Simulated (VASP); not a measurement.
A run of VASP 6.6.1 is set up as follows.

The input INCAR:

```
PREC = Accurate
ENCUT = 520
EDIFF = 1E-6
ISMEAR = 0
SIGMA = 0.1
LREAL = False
LASPH = True
NELM = 100
ALGO = Normal
ISIF = 2
LWAVE = False
LCHARG = False
GGA = PE
NBANDS = 34
```

Contents of KPOINTS:

```
regular mesh
0
Gamma
  4 4 4
```

POSCAR

```
Sr3HfNb
1.0
    5.7727712204      0.0000000000      0.0000000000
    0.0000000000      5.7727712204      0.0000000000
    0.0000000000      0.0000000000      5.7727712204
Sr Hf Nb
3 1 1
Direct
    0.0000000000      0.5000000000      0.5000000000
    0.5000000000      0.0000000000      0.5000000000
    0.5000000000      0.5000000000      0.0000000000
    0.0000000000      0.0000000000      0.0000000000
    0.5000000000      0.5000000000      0.5000000000
```

Potentials or basis: VASP PAW PBE potentials, release 64 (Sr_sv, Hf_pv, Nb_sv).

Launch:

```sh
$ cat potpaw_PBE.64/Sr_sv/POTCAR potpaw_PBE.64/Hf_pv/POTCAR potpaw_PBE.64/Nb_sv/POTCAR > POTCAR
$ mpirun -np 1 vasp_std > vasp.out
```

Q: Predict the pressure.

A: 0.1 GPa.
